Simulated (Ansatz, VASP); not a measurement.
**Two plane-wave programs on Hf2SiO6**

```
Hf Si O
1.0
    -4.89716    2.99531   -0.03377
    -4.90387   -3.00655   -0.04099
    -0.04874    0.00762    6.41013
Hf Si O
2 1 6
Direct
  0.00018 0.49731 0.82094
  0.50069 0.00074 0.17953
  0.49926 0.50168 0.49976
  0.24463 0.55937 0.64573
  0.20251 0.19826 0.99896
  0.56094 0.25128 0.34805
  0.80007 0.79567 0.00131
  0.43888 0.75871 0.35732
  0.75284 0.43698 0.64838
```

Change from the starting cell: cell x1, atoms moved at random (sigma 0.1 Å) and cell strained at random (1.5 %), then relaxed without symmetry.

Alike in both runs: functional PBE; k mesh 4 × 4 × 2; occupations gaussian, width 0.1 eV; no spin polarisation.

Ansatz relaxed the structure, and its values are those at the end. VASP's run is a single point on that final structure, the one shown.

|  | VASP | Ansatz |
| --- | --- | --- |
| version | VASP 6.6.1 | Ansatz 0.2.0 |
| potentials or method | VASP PAW PBE potentials, release 64 (Hf_pv, Si, O), cutoff 520 eV | scalar-relativistic, plane waves, PAW |
| valence electrons in the cell | 60 | 92 |

Ansatz gave:

```
gap on the k mesh at the Fermi level (eV) : 4.61
least direct gap on the mesh (eV)         : 4.79
pressure (GPa)                            : -0.1
rms of the force components (eV/Å)        : 0.003
```

Problem. Estimate VASP's values.

Solution. gap on the k mesh at the Fermi level (eV): 4.61; least direct gap on the mesh (eV): 4.78; pressure (GPa): -0.7; rms of the force components (eV/Å): 0.074.

With one functional, cell and mesh, what is left measures potentials, basis and numerics. VASP's potentials hold 60 valence electrons a cell and Ansatz's 92, so a difference there can come from the potentials and not from the codes.

The k mesh is coarse, so the values compare programs but aren't converged. Neither program's run includes spin-orbit coupling.
